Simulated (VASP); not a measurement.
Here is a VASP 6.6.1 calculation.

The input POSCAR:

```
Sr
1.0
    0.0000000000      3.0521104090      3.0521104090
    3.0521104090      0.0000000000      3.0521104090
    3.0521104090      3.0521104090      0.0000000000
Sr
1
Direct
    0.0000000000      0.0000000000      0.0000000000
```

File INCAR.step1:

```
ALGO = Normal ; EDIFF = 1E-4
ENCUT = 520 ; GGA = PE
ISMEAR = 0 ; LASPH = T
LCHARG = F ; LREAL = F
LWAVE = T ; NBANDS = 11
NELM = 100 ; PREC = Accurate
SIGMA = 1.0
```

The input INCAR.step2:

```
ALGO = Normal ; EDIFF = 1E-6
ENCUT = 520 ; ISIF = 2
ISMEAR = 0 ; ISTART = 1
LASPH = T ; LCHARG = F
LMIXTAU = T ; LREAL = F
LWAVE = F ; METAGGA = R2SCAN
NBANDS = 11 ; NELM = 100
PREC = Accurate ; SIGMA = 1.0
```

The input KPOINTS:

```
k-points
0
Gamma
  9 9 9
```

Potentials or basis: VASP PAW PBE potentials, release 64 (Sr_sv).

The run is started by

```sh
$ cat potpaw_PBE.64/Sr_sv/POTCAR > POTCAR
$ cp INCAR.step1 INCAR
$ mpirun -np 1 vasp_std > vasp.out
$ cp INCAR.step2 INCAR
$ mpirun -np 1 vasp_std > vasp.out
```

(1) What does it give for the pressure?

(2) Estimate the band gap on the k mesh.

## Answers

(1) 0.2 GPa.

(2) zero (band 5 reaches 1.46 eV, above the bottom of band 6 at 1.45 eV).

Caveat: the PAW data sets were made with another functional, which shifts forces and pressure a little.
